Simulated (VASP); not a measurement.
Set up this calculation in VASP 6.6.1, as the native input.

```yaml
Task: single point
Functional: PBE
Dispersion: D3(BJ)
Potentials_or_basis: VASP PAW PBE potentials, release 64 (O, H, F)
Cutoff: 520 eV
k_mesh: 1 × 1 × 1
Occupations: fermi-dirac, width 0.02 eV
Spin: no spin polarisation
Dipole_correction: no
Further_INCAR_settings: LREAL = Auto; ALGO = Normal; EDIFF = 1e-07; NBANDS = 55
```

The structure of H17O8F lies in POSCAR:

```
H17O8F
1.0
    6.4950650000      0.0000000000      0.0000000000
    0.0000000000      6.4950650000      0.0000000000
    0.0000000000      0.0000000000      6.4950650000
O H F
8 17 1
Direct
    0.5839510459     -0.0822162673      0.6630264670
    0.5243057614      0.3408895831      0.1628313189
    0.0857420211      0.5859833581      0.4741292042
    0.3501427622      0.2542083874      0.5332048255
    0.8337868828      0.4938980595      0.9305218654
    0.5886007299      0.8040874110      0.0412005115
    0.6802549320      0.5835199494      0.4507268211
    0.1500831785      0.9901209611      0.1928849057
    0.7211013285     -0.1155646633      0.6542043844
    0.5680774557      0.0495607049      0.5806408404
    0.6017337779      0.2766100108      0.0596914734
    0.4256770333      0.2432924074      0.2175959748
   -0.0725935768      0.5838124792      0.4378401140
    0.1128549137      0.4400571819      0.4958072013
    0.2878801059      0.1470808991      0.4636597170
    0.3166711957      0.2043551527      0.6732342171
    0.7710007521      0.6296626747      0.9795129071
    0.8726779486      0.4700491835      1.0830068675
    0.6156212447      0.9499366057     -0.0410157558
    0.4368701468      0.8575279847      0.0567969682
    0.7144963137      0.4896332831      0.3273408349
    0.6211485181      0.5048756248      0.5546980669
    0.0990598247      0.9549558011      0.0538716703
    0.1656796352      0.8266429974      0.2472954466
    0.0886981116      0.7807774056      0.6286619149
    0.0374284168      0.9054874740      0.6739578434
```

One way to write it, as run:

INCAR

```
SYSTEM = H17O8F
ALGO     = Normal         ! electronic algorithm
EDIFF    = 1E-7           ! SCF threshold, eV
ENCUT    = 520            ! plane-wave cutoff, eV
GGA      = PE             ! functional
ISIF     = 2              ! what is computed and relaxed
ISMEAR   = -1             ! smearing method
IVDW     = 12             ! dispersion correction
LASPH    = .TRUE.         ! aspherical terms in the spheres
LCHARG   = .FALSE.        ! write CHGCAR
LREAL    = Auto         
LWAVE    = .FALSE.        ! write WAVECAR
NBANDS   = 55             ! bands
NELM     = 80             ! most SCF steps
PREC     = Accurate       ! precision mode
SIGMA    = 0.02           ! smearing width, eV
```

KPOINTS

```
k-points
0
G
  1 1 1
  0 0 0
```

Potentials or basis: VASP PAW PBE potentials, release 64 (O, H, F).

The run is started by

```bash
$ cat potpaw_PBE.64/O/POTCAR potpaw_PBE.64/H/POTCAR potpaw_PBE.64/F/POTCAR > POTCAR
$ mpirun -np 1 vasp_gam > vasp.out
```

It gave:

The pressure is 0.3 GPa and the largest force is 5.557 eV/Å. The band gap on the k mesh is 3.66 eV and the dispersion energy per atom is -0.032 eV.

Caveat: the k points lie up to 0.97 Å⁻¹ apart.

It took 28 s on 1 thread of Intel Xeon 6975P-C, with other jobs on the host, peak memory 0.3 GiB.
